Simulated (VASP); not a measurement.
# Cs (Fmmm) in VASP: notebook

Cs is run at these levels: PBE; tasks: single point.

All numbers are computed with VASP 6.6.1; they aren't measurements. Logs are shortened: lines on timing, memory, paths and dates and some standing lists are left out, and cuts for length are marked.

### Step 1. The cell of the first run

It takes space group Fmmm (No. 69, orthorhombic). Conventional cell: a = 6.045 Å, b = 8.485 Å, c = 8.613 Å, α = 90.00°, β = 90.00°, γ = 90.00°.

### Step 2. Single point, PBE (strain +0.0150 x Voigt [0, 0, 0, 0, 1, 0])

File INCAR:

```
PREC = Accurate ; ENCUT = 520
EDIFF = 1E-7 ; ISMEAR = 0
SIGMA = 0.15 ; LREAL = False
LASPH = True ; NELM = 80
ALGO = Fast ; ISIF = 2
LWAVE = False ; LCHARG = True
GGA = PE ; LELF = True
LVHAR = True ; NBANDS = 10
```

File KPOINTS:

```
Automatic mesh
0
Gamma
  12 12 12
```

File POSCAR:

```
Cs
1.0
   -2.9998312500      3.0225000000      2.9998312500
    3.0451687500     -3.0225000000      3.0451687500
    2.9998312500      3.0225000000     -2.9998312500
Cs
1
Direct
    0.0000000000      0.0000000000      0.0000000000
```

Potentials or basis: VASP PAW PBE potentials, release 64 (Cs_sv).

Launch:

```bash
> cat potpaw_PBE.64/Cs_sv/POTCAR > POTCAR
> mpirun -np 1 vasp_std > vasp.out
```

OUTCAR:

```text
PREC = Accurate
   ENCUT = 520
   EDIFF = 1E-7
   ISMEAR = 0
   LREAL = False
   LASPH = True
   NELM = 80
   ISIF = 2
   GGA = PE

 ion  position               nearest neighbor table
   1  0.000  0.000  0.000-

  LATTYP: Found a face centered orthorhombic cell.
 ALAT       =     6.0450000000
 B/A-ratio  =     1.4036069607
 C/A-ratio  =     1.4248201641

  Lattice vectors:

 A1 = (  -0.0453375000,   0.0000000000,  -6.0450000000)
 A2 = (  -3.0451687500,   3.0225000000,  -3.0451687500)
 A3 = (   2.9998312500,   3.0225000000,  -2.9998312500)

Analysis of symmetry for initial positions (statically):
=====================================================================
 Subroutine PRICEL returns:
 Original cell was already a primitive cell.

 Routine SETGRP: Setting up the symmetry group for a
 face centered orthorhombic supercell.

 Subroutine GETGRP returns: Found  8 space group operations
 (whereof  8 operations were pure point group operations)
 out of a pool of  8 trial point group operations.

The static configuration has the point symmetry D_2h.

Analysis of symmetry for dynamics (positions and initial velocities):
=====================================================================
 Subroutine PRICEL returns:
 Original cell was already a primitive cell.

 Routine SETGRP: Setting up the symmetry group for a
 face centered orthorhombic supercell.

 Subroutine GETGRP returns: Found  8 space group operations
 (whereof  8 operations were pure point group operations)
 out of a pool of  8 trial point group operations.

The dynamic configuration has the point symmetry D_2h.

 Subroutine INISYM returns: Found  8 space group operations
 (whereof  8 operations are pure point group operations),
 and found     1 'primitive' translations

----------------------------------------------------------------------------------------

                                     Primitive cell

  volume of cell :     110.4421

  direct lattice vectors                    reciprocal lattice vectors
    -2.999831250  3.022500000  2.999831250    -0.001240765  0.165425972  0.165435278
     3.045168750 -3.022500000  3.045168750     0.164194513  0.000000000  0.164194513
     2.999831250  3.022500000 -2.999831250     0.165435278  0.165425972 -0.001240765

  length of vectors
     5.208980832  5.261331740  5.208980832     0.233957523  0.232206107  0.233957523

  position of ions in fractional coordinates (direct lattice)
     0.000000000  0.000000000  0.000000000

  ion indices of the primitive-cell ions
   primitive index   ion index
                 1           1

----------------------------------------------------------------------------------------

 KPOINTS: Automatic mesh

Automatic generation of k-mesh.
 Grid dimensions read from file:
 generate k-points for:   12   12   12

 Generating k-lattice:

  Cartesian coordinates                     Fractional coordinates (reciprocal lattice)
    -0.000103397  0.013785498  0.013786273     0.083333333  0.000000000 -0.000000000
     0.013682876  0.000000000  0.013682876     0.000000000  0.083333333  0.000000000
     0.013786273  0.013785498 -0.000103397    -0.000000000  0.000000000  0.083333333

  Length of vectors
     0.019496460  0.019350509  0.019496460

  Shift w.r.t. Gamma in fractional coordinates (k-lattice)
     0.000000000  0.000000000  0.000000000

 Subroutine IBZKPT returns following result:
 ===========================================

 Found    280 irreducible k-points:

 Following reciprocal coordinates:
            Coordinates               Weight
  0.000000  0.000000  0.000000      1.000000
  0.083333 -0.000000  0.000000      8.000000
  0.166667 -0.000000  0.000000      8.000000
  0.250000 -0.000000 -0.000000      8.000000
  0.333333 -0.000000  0.000000      8.000000
  0.416667 -0.000000  0.000000      8.000000
[... 16 lines left out ...]
  0.333333  0.166667  0.000000      8.000000
  0.416667  0.166667 -0.000000      8.000000
 [... further k-points ...]
   k-points           NKPTS =    280   k-points in BZ     NKDIM =    280   number of bands    NBANDS=     10
   number of dos      NEDOS =    301   number of ions     NIONS =      1
   total plane-waves  NPLWV =  64000
   dimension x,y,z NGX =    40 NGY =   40 NGZ =   40
   dimension x,y,z NGXF=    80 NGYF=   80 NGZF=   80
   ions per type =               1
   NGX,Y,Z   is equivalent  to a cutoff of  12.77, 12.64, 12.77 a.u.
   NGXF,Y,Z  is equivalent  to a cutoff of  25.53, 25.28, 25.53 a.u.
 SYSTEM =  unknown system
   PREC   = accura    normal or accurate (medium, high low for compatibility)
   ISTART =      0    job   : 0-new  1-cont  2-samecut
   ICHARG =      2    charge: 1-file 2-atom 10-const
   ISPIN  =      1    spin polarized calculation?
   LNONCOLLINEAR =      F non collinear calculations
   LSORBIT =      F    spin-orbit coupling
   LASPH  =      T    aspherical Exc in radial PAW
   ENCUT  =  520.0 eV  38.22 Ry    6.18 a.u.   9.69  9.78  9.69*2*pi/ulx,y,z
   NELM   =     80;   NELMIN=  2; NELMDL= -5     # of ELM steps
   EDIFF  = 0.1E-06   stopping-criterion for ELM
   LREAL  =      F    real-space projection
   EDIFFG = 0.1E-05   stopping-criterion for IOM
   NSW    =      0    number of steps for IOM
   IBRION =     -1    ionic relax: 0-MD 1-quasi-New 2-CG
   NFREE  =      0    steps in history (QN), initial steepest desc. (CG)
   ISIF   =      2    stress and relaxation
   ISYM   =      2    0-nonsym 1-usesym 2-fastsym
   POTIM  = 0.5000    time-step for ionic-motion
   TEBEG  =    0.0;   TEEND  =   0.0 temperature during run
   PSTRESS=    0.0 pullay stress
   NELECT =       9.0000    total number of electrons
   NUPDOWN=      -1.0000    fix difference up-down
   EMIN   =  10.00;   EMAX   =-10.00  energy-range for DOS
   EFERMI =   0.00;   METHOD = LEGACY
   ISMEAR =     0;   SIGMA  =   0.15  broadening in eV -4-tet -1-fermi 0-gaus
   EFERMI_NEDOS =   21; number of points for ismear=-14 and -15
   IALGO  =     68    algorithm
   IMIX   =      4    mixing-type and parameters
     AMIX     =   0.40;   BMIX     =  1.00
     AMIX_MAG =   1.60;   BMIX_MAG =  1.00
  volume/ion in A,a.u.               =     110.44       745.30
  Fermi-wavevector in a.u.,A,eV,Ry     =   0.709759  1.341250  6.854039  0.503758
  Thomas-Fermi vector in A             =   1.796426
   LORBIT       =      0    0 simple, 1 ext, 2 COOP (PROOUT), +10 PAW based schemes
   GGA     = PE    functional components
   LHFCALC =     F    Hartree Fock is set to
   AEXX    =    0.0000 exact exchange contribution
   IVDW    =     0    specifies the selected vdW correction
   LEPSILON=     F    determine dielectric tensor
   LRPA    =     F    only Hartree local field effects (RPA)
 non-spin polarized calculation
 RMM-DIIS sequential band-by-band and
 Gauss-broadening in eV      SIGMA  =   0.15
  energy-cutoff  :      520.00
  volume of cell :      110.44
 maximum number of plane-waves:      2997
   NGX = 19   NGY = 19   NGZ = 19

 number of electron       8.9999998 magnetization

 Free energy of the ion-electron system (eV)
  ---------------------------------------------------
  ext. energy  EPLUGINS =         0.00000000
  ---------------------------------------------------
  free energy    TOTEN  =        -0.85467906 eV

  energy without entropy =       -0.83837969  energy(sigma->0) =       -0.84652937

 E-fermi :   0.5569     XC(G=0):  -5.5096

 val. band max:        0.5379977628   @ k =   0.5000   0.0833   0.3333
 cond. band min:       0.5584669059   @ k =   0.0000   0.5000   0.0000
 fundamental gap:      0.0204691431
 Fermi energy:         0.5569279478

 k-point     1 :       0.0000    0.0000    0.0000
  band No.  band energies     occupation
      1     -23.2790      2.00000
      2     -10.0171      2.00000
      3     -10.0154      2.00000
      4     -10.0138      2.00000
      5      -1.1622      2.00000
      6       3.0416      0.00000
      7       3.0709      0.00000
      8       3.1070      0.00000
      9       3.9615      0.00000
     10       3.9650      0.00000

 k-point     2 :       0.0833   -0.0000    0.0000
  band No.  band energies     occupation
      1     -23.2785      2.00000
      2     -10.0265      2.00000
      3     -10.0192      2.00000
      4     -10.0150      2.00000
      5      -1.0819      2.00000
      6       2.9731      0.00000
      7       3.0095      0.00000
      8       3.1567      0.00000
      9       3.8220      0.00000
     10       3.9479      0.00000

 k-point     3 :       0.1667   -0.0000    0.0000
  band No.  band energies     occupation
      1     -23.2770      2.00000
      2     -10.0561      2.00000
      3     -10.0287      2.00000
      4     -10.0154      2.00000
      5      -0.8496      2.00000
      6       2.7112      0.00000
      7       2.7786      0.00000
      8       3.3926      0.00000
      9       3.7298      0.00000
     10       3.9296      0.00000

 k-point     4 :       0.2500   -0.0000   -0.0000
  band No.  band energies     occupation
      1     -23.2749      2.00000
      2     -10.0959      2.00000
      3     -10.0416      2.00000
      4     -10.0155      2.00000
      5      -0.4913      2.00000
      6       2.2993      0.00000
      7       2.5504      0.00000
      8       3.7797      0.00000
      9       3.8090      0.00000
     10       3.9628      0.00000

 k-point     5 :       0.3333   -0.0000    0.0000
  band No.  band energies     occupation
      1     -23.2729      2.00000
      2     -10.1349      2.00000
      3     -10.0545      2.00000
      4     -10.0156      2.00000
      5      -0.0556      2.00000
      6       1.9181      0.00000
      7       2.3605      0.00000
      8       3.8992      0.00000
      9       4.0707      0.00000
     10       4.3112      0.00000

 k-point     6 :       0.4167   -0.0000    0.0000
  band No.  band energies     occupation
      1     -23.2714      2.00000
      2     -10.1629      2.00000
      3     -10.0639      2.00000
      4     -10.0157      2.00000
      5       0.3666      1.92722
      6       1.6177      0.00000
      7       2.2380      0.00000
      8       3.8704      0.00000
      9       4.2700      0.00000
     10       4.9438      0.00000
[... 183 lines left out ...]
 k-point    21 :       0.1667    0.1667    0.0000
  band No.  band energies     occupation
      1     -23.2741      2.00000
      2     -10.1074      2.00000
      3     -10.0456      2.00000
      4     -10.0235      2.00000
      5      -0.2917      2.00000
      6       2.1672      0.00000
      7       2.3859      0.00000
      8       3.6563      0.00000
      9       3.9799      0.00000
     10       4.2722      0.00000

 k-point    22 :       0.2500    0.1667    0.0000
  band No.  band energies     occupation
      1     -23.2723      2.00000
      2     -10.1330      2.00000
      3     -10.0629      2.00000
      4     -10.0259      2.00000
      5       0.1374      1.99992
      6       1.8750      0.00000
      7       2.2028      0.00000
      8       3.7393      0.00000
      9       4.2568      0.00000
     10       4.4356      0.00000

 k-point    23 :       0.3333    0.1667    0.0000
  band No.  band energies     occupation
      1     -23.2710      2.00000
      2     -10.1514      2.00000
      3     -10.0769      2.00000
      4     -10.0267      2.00000
      5       0.5751      0.86364
      6       1.6117      0.00000
      7       2.0745      0.00000
      8       3.7410      0.00000
      9       4.2813      0.00000
     10       4.7764      0.00000

 k-point    24 :       0.4167    0.1667   -0.0000
  band No.  band energies     occupation
      1     -23.2705      2.00000
      2     -10.1595      2.00000
      3     -10.0815      2.00000
      4     -10.0269      2.00000
      5       0.8230      0.01212
      6       1.4494      0.00000
      7       2.0269      0.00000
      8       3.6701      0.00000
      9       4.3914      0.00000
     10       4.8107      0.00000

 [... further k-points ...]

------------------------ aborting loop because EDIFF is reached ----------------------------------------

  FORCE on cell =-STRESS in cart. coord.  units (eV):
  Direction    XX          YY          ZZ          XY          YZ          ZX
  --------------------------------------------------------------------------------------
  -------------------------------------------------------------------------------------
  Total        0.0800065      0.0803792      0.0800065      0.0000000      0.0000000     -0.0155412
  in kB        1.1606509      1.1660568      1.1606509      0.0000000      0.0000000     -0.2254555
  external PRESSURE =       1.1624529 kB  Pullay stress =       0.0000000 kB

 VOLUME and BASIS-vectors are now :
 -----------------------------------------------------------------------------
  energy-cutoff  :      520.00
  volume of cell :      110.44
      direct lattice vectors                 reciprocal lattice vectors
    -2.999831250  3.022500000  2.999831250    -0.001240765  0.165425972  0.165435278
     3.045168750 -3.022500000  3.045168750     0.164194513  0.000000000  0.164194513
     2.999831250  3.022500000 -2.999831250     0.165435278  0.165425972 -0.001240765

 POSITION                                       TOTAL-FORCE (eV/Angst)
 -----------------------------------------------------------------------------------
      0.00000      0.00000      0.00000         0.000000     -0.000000      0.000000
 -----------------------------------------------------------------------------------
    total drift:                               -0.000000     -0.000000     -0.000000

  FREE ENERGIE OF THE ION-ELECTRON SYSTEM (eV)
  ---------------------------------------------------
  free  energy   TOTEN  =        -0.8546790575 eV

  energy  without entropy=       -0.8383796872  energy(sigma->0) =       -0.84652937
```

Run time: 8.5 min. Hardware: 1 thread of AMD EPYC 7R13, shared host; peak memory 0.42 GiB.

What came out:

- Free energy: -0.8547 eV
- Pressure: 0.1 GPa
- Band gap on the k mesh: zero (an odd number of electrons rules out a gap without spin polarisation)

Caveat: the cell differs from its parent crystal (strain +0.0150 x Voigt [0, 0, 0, 0, 1, 0]); spin-orbit coupling is left out, which moves the levels of the heavy elements.

[end of part 1 of 2]

The gap in the log of VASP goes by the Fermi energy; the results here count the filled bands.